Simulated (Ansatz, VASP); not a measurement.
**One calculation of TaN, two programs**

```
Ta N
1.0
     2.93800    0.00000    0.00000
    -1.46900    2.54438    0.00000
     0.00000    0.00000    2.88300
Ta N
1 1
Direct
  0.33333 0.66667 0.50000
  0.00000 0.00000 0.00000
```

Alike in both runs: task single point; functional LDA; k mesh 6 × 6 × 6; occupations gaussian, width 0.1 eV; collinear spin.

```csv
,VASP,Ansatz
version,VASP 6.6.1,Ansatz 0.2.0
potentials or method,"VASP PAW LDA potentials, release 64 (Ta_pv, N), cutoff 600 eV","scalar-relativistic, plane waves, PAW"
valence electrons in the cell,16,18
```

```csv
,VASP,Ansatz,Ansatz less VASP
gap on the k mesh at the Fermi level (eV),none,none,-
pressure (GPa),-9.9,-11.5,-1.68
"traceless stress, the component that is largest in VASP (GPa)",-0.94,-1.08,-0.147
net moment per atom (μB),0.00,0.00,0.000
```

LDA's correlation is that of Perdew and Zunger in VASP and of Perdew and Wang (1992) in Ansatz. A gap of «none» marks a metal or a gap that the smearing closes. VASP's potentials hold 16 valence electrons a cell and Ansatz's 18, so a difference there can come from the potentials and not from the codes. Ansatz's warnings: seeded moment not kept.

The k mesh is coarse, so the values compare programs but aren't converged. Neither program's run includes spin-orbit coupling.
